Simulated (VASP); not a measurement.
Set up this calculation in VASP 6.6.1, as the native input.

| Property | Result |
| --- | --- |
| Task | single point |
| Functional | PBE |
| Potentials or basis | VASP PAW PBE potentials, release 64 (Yb) |
| Cutoff | 520 eV |
| k mesh | 12 × 12 × 8 |
| Occupations | gaussian, width 0.05 eV |
| Spin | no spin polarisation |
| Dipole correction | no |
| Further INCAR settings | ALGO = Fast; EDIFF = 1e-06; NBANDS = 31 |

The structure of Yb lies in POSCAR:

```
Yb
1.0
    3.6851030507      0.0000000000      0.0000000000
   -1.8425515253      3.1913928575      0.0000000000
    0.0000000000      0.0000000000      6.0351786215
Yb
2
Direct
    0.3333333333      0.6666666667      0.7500000000
    0.6666666667      0.3333333333      0.2500000000
```

This isn't the form of Yb at room conditions, which is fcc.

One way to write it, as run:

INCAR

```
  PREC = Accurate
  ENCUT = 520
  EDIFF = 1E-6
  ISMEAR = 0
  SIGMA = 0.05
  LREAL = False
  LASPH = True
  NELM = 80
  ALGO = Fast
  ISIF = 2
  LWAVE = False
  LCHARG = False
  GGA = PE
  NBANDS = 31
```

KPOINTS

```
Automatic mesh
0
Gamma
  12 12 8
```

Potentials or basis: VASP PAW PBE potentials, release 64 (Yb).

Launch:

```console
$ cat potpaw_PBE.64/Yb/POTCAR > POTCAR
$ mpirun -np 1 vasp_std > vasp.out
```

It gave:

The pressure is 7.0 GPa and the band gap on the k mesh is zero (bands 24 and 25 overlap by 0.31 eV).

Caveat: the cell stands under pressure; spin-orbit coupling is left out, which moves the levels of the heavy elements.

Wall time 16 min on 1 thread of Oxide Virtual Turin-like Processor (shared host), peak memory 0.29 GiB.
